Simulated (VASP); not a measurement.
Here is a VASP 6.6.1 calculation.

Contents of INCAR:

```
  PREC = Accurate
  ENCUT = 520
  EDIFF = 1E-6
  ISMEAR = 0
  SIGMA = 0.15
  LREAL = F
  LASPH = T
  NELM = 60
  ALGO = Normal
  ISIF = 2
  LWAVE = F
  LCHARG = F
  GGA = PE
  NBANDS = 16
```

File KPOINTS:

```
regular mesh
0
Gamma
  14 14 14
```

File POSCAR:

```
InP
1.0
    0.0000000000      2.7701982124      2.7701982124
    2.7056525941      0.0000000000      2.7701982124
    2.7056525941      2.7701982124      0.0000000000
In P
1 1
Direct
    0.0000000000      0.0000000000      0.0000000000
    0.5000000000      0.5000000000      0.5000000000
```

Potentials or basis: VASP PAW PBE potentials, release 64 (In_d, P).

Launch:

```console
$ cat potpaw_PBE.64/In_d/POTCAR potpaw_PBE.64/P/POTCAR > POTCAR
$ mpirun -np 1 vasp_std > vasp.out
```

Q: What does it give for the pressure?

A: 1.9 GPa.

Q: Predict the band gap on the k mesh.

A: Zero (band 9 reaches 7.63 eV, above the bottom of band 10 at 4.84 eV).

Stress tensor (GPa, compression positive):
```
3.89 0.00 0.00
0.00 0.87 0.00
0.00 0.00 0.87
```

Caveat: the cell differs from its parent crystal (mode 4 frozen in at +0.000 Å, normal strain along x -0.0233); spin-orbit coupling is left out, which moves the levels of the heavy elements.
